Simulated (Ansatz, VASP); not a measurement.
# I: VASP beside Ansatz

```
CELL_PARAMETERS angstrom
3.65523 -2.11382 0.00000
3.65523 2.11382 0.00000
0.00000 0.00000 9.46183
ATOMIC_POSITIONS crystal
I 0.83072 0.16928 0.12282
I 0.66928 0.33072 0.62282
I 0.16928 0.83072 0.87718
I 0.33072 0.66928 0.37718
```

Alike in both runs: task single point; functional PBEsol; k mesh 8 × 8 × 3; occupations fermi-dirac, width 0.05 eV; no spin polarisation.

|  | VASP | Ansatz |
| --- | --- | --- |
| version | VASP 6.6.1 | Ansatz 0.2.0 |
| potentials or method | VASP PAW PBE potentials, release 64 (I), cutoff 520 eV | plane waves (420 eV) with PAW, scalar-relativistic |
| valence electrons in the cell | 28 | 68 |

Ansatz gave:

```
pressure (GPa)                                                : 3.0
traceless stress, the component that is largest in VASP (GPa) : -2.54
```

Q: Which values does VASP return?

A: Pressure (GPa): 3.0; traceless stress, the component that is largest in VASP (GPa): -2.53.

VASP's potentials were made for PBE, not for PBEsol, and Ansatz warns of the same on its side. VASP's potentials hold 28 valence electrons a cell and Ansatz's 68, so a difference there can come from the potentials and not from the codes.

Spin-orbit coupling is off throughout.
